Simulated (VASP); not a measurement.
# NiO (Fm-3m) in VASP: further runs

Aim: see how the results for NiO move with the level of theory and the settings. Levels: LDA, PBEsol+D3(BJ). Tasks: single point.

Everything below comes from runs of VASP 6.6.1. Logs are shortened: lines on timing, memory, paths and dates and some standing lists are left out, and cuts for length are marked.

**1. The cell of the first run**

Symmetry: Fm-3m, No. 225, cubic system. Conventional cell: a = 4.115 Å, b = 4.115 Å, c = 4.115 Å, α = 90.00°, β = 90.00°, γ = 90.00°. Ni (site symmetry m-3m) has 6 O at 2.06 Å within 2.7 Å. O (site symmetry m-3m) has 6 Ni at 2.06 Å within 2.7 Å.

**2. Single point, LDA, collinear spin, ferromagnetic start**

File INCAR:

```
SYSTEM = NiO
ALGO = Normal
EDIFF = 1E-7
ENCUT = 520
ISIF = 2
ISMEAR = -1
ISPIN = 2
LASPH = .True.
LCHARG = .True.
LELF = .True.
LMAXMIX = 4
LORBIT = 11
LREAL = .False.
LVHAR = .True.
LWAVE = .False.
MAGMOM = 1 0
NBANDS = 19
NELM = 150
PREC = Accurate
SIGMA = 0.05
```

File KPOINTS:

```
k-points
0
Gamma
  11 11 11
  0 0 0
```

File POSCAR:

```
NiO
1.0
    0.0000000000      2.0577103256      2.0577103256
    2.0577103256      0.0000000000      2.0577103256
    2.0577103256      2.0577103256      0.0000000000
Ni O
1 1
Direct
    0.0000000000      0.0000000000      0.0000000000
    0.5000000000      0.5000000000      0.5000000000
```

Potentials or basis: VASP PAW LDA potentials, release 64 (Ni, O).

Command:

```console
$ cat potpaw_LDA.64/Ni/POTCAR potpaw_LDA.64/O/POTCAR > POTCAR
$ mpirun -np 1 vasp_std > vasp.out
```

OUTCAR:

```text
SYSTEM = NiO
   EDIFF = 1E-7
   ENCUT = 520
   ISIF = 2
   ISMEAR = -1
   ISPIN = 2
   LASPH = .True.
   LORBIT = 11
   LREAL = .False.
   NELM = 150
   PREC = Accurate

 ion  position               nearest neighbor table
   1  0.000  0.000  0.000-   2 2.06   2 2.06   2 2.06   2 2.06   2 2.06   2 2.06
   2  0.500  0.500  0.500-   1 2.06   1 2.06   1 2.06   1 2.06   1 2.06   1 2.06

  LATTYP: Found a face centered cubic cell.
 ALAT       =     4.1154206512

  Lattice vectors:

 A1 = (   0.0000000000,   2.0577103256,   2.0577103256)
 A2 = (   2.0577103256,   0.0000000000,   2.0577103256)
 A3 = (   2.0577103256,   2.0577103256,   0.0000000000)

Analysis of symmetry for initial positions (statically):
=====================================================================
 Subroutine PRICEL returns:
 Original cell was already a primitive cell.

 Routine SETGRP: Setting up the symmetry group for a
 face centered cubic supercell.

 Subroutine GETGRP returns: Found 48 space group operations
 (whereof 48 operations were pure point group operations)
 out of a pool of 48 trial point group operations.

The static configuration has the point symmetry O_h .

Analysis of symmetry for dynamics (positions and initial velocities):
=====================================================================
 Subroutine PRICEL returns:
 Original cell was already a primitive cell.

 Routine SETGRP: Setting up the symmetry group for a
 face centered cubic supercell.

 Subroutine GETGRP returns: Found 48 space group operations
 (whereof 48 operations were pure point group operations)
 out of a pool of 48 trial point group operations.

The dynamic configuration has the point symmetry O_h .

Analysis of structural, dynamic, and magnetic symmetry:
=====================================================================
 Subroutine PRICEL returns:
 Original cell was already a primitive cell.

 Routine SETGRP: Setting up the symmetry group for a
 face centered cubic supercell.

 Subroutine GETGRP returns: Found 48 space group operations
 (whereof 48 operations were pure point group operations)
 out of a pool of 48 trial point group operations.

The overall configuration has the point symmetry O_h .

 Subroutine INISYM returns: Found 48 space group operations
 (whereof 48 operations are pure point group operations),
 and found     1 'primitive' translations

----------------------------------------------------------------------------------------

                                     Primitive cell

  volume of cell :      17.4254

  direct lattice vectors                    reciprocal lattice vectors
     0.000000000  2.057710326  2.057710326    -0.242988527  0.242988527  0.242988527
     2.057710326  0.000000000  2.057710326     0.242988527 -0.242988527  0.242988527
     2.057710326  2.057710326  0.000000000     0.242988527  0.242988527 -0.242988527

  length of vectors
     2.910041850  2.910041850  2.910041850     0.420868474  0.420868474  0.420868474

  position of ions in fractional coordinates (direct lattice)
     0.000000000  0.000000000  0.000000000
     0.500000000  0.500000000  0.500000000

  ion indices of the primitive-cell ions
   primitive index   ion index
                 1           1
                 2           2

----------------------------------------------------------------------------------------

 KPOINTS: k-points

Automatic generation of k-mesh.
 Grid dimensions read from file:
 generate k-points for:   11   11   11

 Generating k-lattice:

  Cartesian coordinates                     Fractional coordinates (reciprocal lattice)
    -0.022089866  0.022089866  0.022089866     0.090909091  0.000000000  0.000000000
     0.022089866 -0.022089866  0.022089866     0.000000000  0.090909091  0.000000000
     0.022089866  0.022089866 -0.022089866     0.000000000  0.000000000  0.090909091

  Length of vectors
     0.038260770  0.038260770  0.038260770

  Shift w.r.t. Gamma in fractional coordinates (k-lattice)
     0.000000000  0.000000000  0.000000000

 Subroutine IBZKPT returns following result:
 ===========================================

 Found     56 irreducible k-points:

 Following reciprocal coordinates:
            Coordinates               Weight
  0.000000  0.000000  0.000000      1.000000
  0.090909  0.000000  0.000000      8.000000
  0.181818  0.000000  0.000000      8.000000
  0.272727  0.000000  0.000000      8.000000
  0.363636  0.000000  0.000000      8.000000
  0.454545  0.000000  0.000000      8.000000
[... 16 lines left out ...]
 -0.272727  0.181818  0.000000     24.000000
 -0.181818  0.181818  0.000000     12.000000
 [... further k-points ...]
   k-points           NKPTS =     56   k-points in BZ     NKDIM =     56   number of bands    NBANDS=     19
   number of dos      NEDOS =    301   number of ions     NIONS =      2
   total plane-waves  NPLWV =  13824
   dimension x,y,z NGX =    24 NGY =   24 NGZ =   24
   dimension x,y,z NGXF=    48 NGYF=   48 NGZF=   48
   ions per type =               1   1
   NGX,Y,Z   is equivalent  to a cutoff of  13.71, 13.71, 13.71 a.u.
   NGXF,Y,Z  is equivalent  to a cutoff of  27.42, 27.42, 27.42 a.u.
 SYSTEM =  NiO
   PREC   = accura    normal or accurate (medium, high low for compatibility)
   ISTART =      0    job   : 0-new  1-cont  2-samecut
   ICHARG =      2    charge: 1-file 2-atom 10-const
   ISPIN  =      2    spin polarized calculation?
   LNONCOLLINEAR =      F non collinear calculations
   LSORBIT =      F    spin-orbit coupling
   LASPH  =      T    aspherical Exc in radial PAW
   ENCUT  =  520.0 eV  38.22 Ry    6.18 a.u.   5.41  5.41  5.41*2*pi/ulx,y,z
   NELM   =    150;   NELMIN=  2; NELMDL= -5     # of ELM steps
   EDIFF  = 0.1E-06   stopping-criterion for ELM
   LREAL  =      F    real-space projection
   EDIFFG = 0.1E-05   stopping-criterion for IOM
   NSW    =      0    number of steps for IOM
   IBRION =     -1    ionic relax: 0-MD 1-quasi-New 2-CG
   NFREE  =      0    steps in history (QN), initial steepest desc. (CG)
   ISIF   =      2    stress and relaxation
   ISYM   =      2    0-nonsym 1-usesym 2-fastsym
   POTIM  = 0.5000    time-step for ionic-motion
   TEBEG  =    0.0;   TEEND  =   0.0 temperature during run
   PSTRESS=    0.0 pullay stress
   NELECT =      16.0000    total number of electrons
   NUPDOWN=      -1.0000    fix difference up-down
   EMIN   =  10.00;   EMAX   =-10.00  energy-range for DOS
   EFERMI =   0.00;   METHOD = LEGACY
   ISMEAR =    -1;   SIGMA  =   0.05  broadening in eV -4-tet -1-fermi 0-gaus
   EFERMI_NEDOS =   21; number of points for ismear=-14 and -15
   IALGO  =     38    algorithm
   IMIX   =      4    mixing-type and parameters
     AMIX     =   0.40;   BMIX     =  1.00
     AMIX_MAG =   1.60;   BMIX_MAG =  1.00
  volume/ion in A,a.u.               =       8.71        58.80
  Fermi-wavevector in a.u.,A,eV,Ry     =   1.591185  3.006903 34.448165  2.531869
  Thomas-Fermi vector in A             =   2.689764
   LORBIT       =     11    0 simple, 1 ext, 2 COOP (PROOUT), +10 PAW based schemes
   GGA     = CA    functional components
   LHFCALC =     F    Hartree Fock is set to
   AEXX    =    0.0000 exact exchange contribution
   IVDW    =     0    specifies the selected vdW correction
   LEPSILON=     F    determine dielectric tensor
   LRPA    =     F    only Hartree local field effects (RPA)
 spin polarized calculation
  energy-cutoff  :      520.00
  volume of cell :       17.43
 maximum number of plane-waves:       495
 NGX is ok and might be reduce to    24
   NGX = 11   NGY = 11   NGZ = 11

 number of electron      15.9999988 magnetization       0.2557259

 Free energy of the ion-electron system (eV)
  ---------------------------------------------------
  ext. energy  EPLUGINS =         0.00000000
  ---------------------------------------------------
  free energy    TOTEN  =       -13.36666019 eV

  energy without entropy =      -13.35250441  energy(sigma->0) =      -13.35958230

 E-fermi :   8.1778     XC(G=0): -13.4306

 val. band max:        8.1627975563   @ k =   0.2727   0.1818   0.0909
 cond. band min:       8.1797598861   @ k =   0.3636   0.2727   0.0000
 fundamental gap:      0.0169623299
 Fermi energy:         8.1778036486

 spin component 1

 k-point     1 :       0.0000    0.0000    0.0000
  band No.  band energies     occupation
      1     -12.4151      1.00000
      2       4.8920      1.00000
      3       4.8920      1.00000
      4       4.8920      1.00000
      5       6.1527      1.00000
      6       6.1527      1.00000
[... 11 lines left out ...]
     18      34.8314      0.00000
     19      34.8314      0.00000
[... 485 lines left out ...]
 k-point    24 :      -0.1818    0.1818    0.0000
  band No.  band energies     occupation
      1     -11.4962      1.00000
      2       1.3398      1.00000
      3       2.8413      1.00000
      4       3.1607      1.00000
      5       6.5480      1.00000
      6       6.8125      1.00000
[... 11 lines left out ...]
     18      39.8544      0.00000
     19      40.9793      0.00000

 [... further k-points ...]

 spin component 2

 k-point     1 :       0.0000    0.0000    0.0000
  band No.  band energies     occupation
      1     -12.3609      1.00000
      2       4.9549      1.00000
      3       4.9549      1.00000
      4       4.9549      1.00000
      5       6.2956      1.00000
      6       6.2956      1.00000
[... 11 lines left out ...]
     18      34.9127      0.00000
     19      34.9127      0.00000
[... 485 lines left out ...]
 k-point    24 :      -0.1818    0.1818    0.0000
  band No.  band energies     occupation
      1     -11.4392      1.00000
      2       1.4094      1.00000
      3       2.9664      1.00000
      4       3.2302      1.00000
      5       6.6963      1.00000
      6       7.0445      1.00000
[... 11 lines left out ...]
     18      39.9103      0.00000
     19      41.0129      0.00000

 [... further k-points ...]

------------------------ aborting loop because EDIFF is reached ----------------------------------------

  FORCE on cell =-STRESS in cart. coord.  units (eV):
  Direction    XX          YY          ZZ          XY          YZ          ZX
  --------------------------------------------------------------------------------------
  -------------------------------------------------------------------------------------
  Total       -1.3019079     -1.3019079     -1.3019079     -0.0000000      0.0000000      0.0000000
  in kB     -119.7038589   -119.7038589   -119.7038589     -0.0000000      0.0000000      0.0000000
  external PRESSURE =    -119.7038589 kB  Pullay stress =       0.0000000 kB

 VOLUME and BASIS-vectors are now :
 -----------------------------------------------------------------------------
  energy-cutoff  :      520.00
  volume of cell :       17.43
      direct lattice vectors                 reciprocal lattice vectors
     0.000000000  2.057710326  2.057710326    -0.242988527  0.242988527  0.242988527
     2.057710326  0.000000000  2.057710326     0.242988527 -0.242988527  0.242988527
     2.057710326  2.057710326  0.000000000     0.242988527  0.242988527 -0.242988527

 POSITION                                       TOTAL-FORCE (eV/Angst)
 -----------------------------------------------------------------------------------
      0.00000      0.00000      0.00000        -0.000000     -0.000000     -0.000000
      2.05771      2.05771      2.05771         0.000000      0.000000      0.000000
 -----------------------------------------------------------------------------------
    total drift:                                0.000000     -0.000000     -0.000000

  FREE ENERGIE OF THE ION-ELECTRON SYSTEM (eV)
  ---------------------------------------------------
  free  energy   TOTEN  =       -13.3666601893 eV

  energy  without entropy=      -13.3525044141  energy(sigma->0) =      -13.35958230

 total charge

# of ion       s       p       d       tot
------------------------------------------
    1        0.346   0.430   8.387   9.164
    2        1.561   3.359   0.000   4.920
--------------------------------------------------
tot          1.908   3.789   8.387  14.084

 magnetization (x)

# of ion       s       p       d       tot
------------------------------------------
    1        0.003   0.003   0.210   0.216
    2        0.006   0.027   0.000   0.033
--------------------------------------------------
tot          0.008   0.031   0.210   0.249
```

It took 24 s on 1 thread of Intel Xeon 6975P-C (Granite Rapids), shared host; peak memory 0.15 GiB.

What came out:

```
Free energy                                           : -13.3667 eV
Pressure                                              : -12.0 GPa
Net moment                                            : 0.26 μB per cell
Site moments                                          : Ni +0.22; O +0.03 μB
Valence electrons inside the program's atomic spheres : Ni 9.16; O 4.92
```

Caveat: the cell stands under tension; semilocal functionals often make such compounds metallic where correlation or magnetic order opens a gap, which also shifts bond lengths.

**3. Single point, PBEsol+D3(BJ), collinear spin, ferromagnetic start**

This run uses another cell than the first one, of 8.89 Å³/atom.

File INCAR:

```
  PREC = Accurate
  ENCUT = 520
  EDIFF = 1E-6
  ISMEAR = -1
  SIGMA = 0.05
  LREAL = False
  LASPH = True
  NELM = 150
  ALGO = Normal
  ISIF = 2
  LWAVE = False
  LCHARG = False
  ISPIN = 2
  MAGMOM = 1 0
  LORBIT = 11
  LMAXMIX = 4
  GGA = PS
  IVDW = 12
  NBANDS = 19
```

File KPOINTS:

```
Automatic mesh
0
Gamma
  11 11 11
```

File POSCAR:

```
NiO
1.0
    0.0000000000      2.0719018797      2.0719018797
    2.0719018797      0.0000000000      2.0719018797
    2.0719018797      2.0719018797      0.0000000000
Ni O
1 1
Direct
    0.0000000000      0.0000000000      0.0000000000
    0.5000000000      0.5000000000      0.5000000000
```

Potentials or basis: VASP PAW PBE potentials, release 64 (Ni, O).

Command:

```console
$ cat potpaw_PBE.64/Ni/POTCAR potpaw_PBE.64/O/POTCAR > POTCAR
$ mpirun -np 1 vasp_std > vasp.out
```

Wall time 19 s (1 thread of Intel Xeon 6975P-C (Granite Rapids), shared host); peak memory 0.18 GiB.

It converged, with:

- Free energy: -12.8473 eV
- Pressure: -6.0 GPa
- Net moment: 1.29 μB per cell
- Site moments: Ni +1.08; O +0.18 μB
- Valence electrons inside the program's atomic spheres: Ni 9.08; O 4.94
- Dispersion energy per atom: -0.224 eV

Levels at points of the mesh, in eV from the Fermi level:
Spin up:
```csv
k point,band 6,band 7,band 8,band 9,band 10,band 11,band 12,band 13
"(0.00, 0.00, 0.00)",-2.72,-2.47,-2.47,-2.47,1.56,17.66,18.97,18.97
```
Spin down:
```tsv
k point	band 5	band 6	band 7	band 8	band 9	band 10
(0.00, 0.00, 0.00)	-1.80	-1.80	-1.80	-0.99	-0.99	1.82
```

Caveat: the cell stands under tension; the PAW data sets were made with another functional, which shifts forces and pressure a little; a cell with one magnetic atom can't hold antiferromagnetic order, which such compounds often take; semilocal functionals often make such compounds metallic where correlation or magnetic order opens a gap, which also shifts bond lengths.
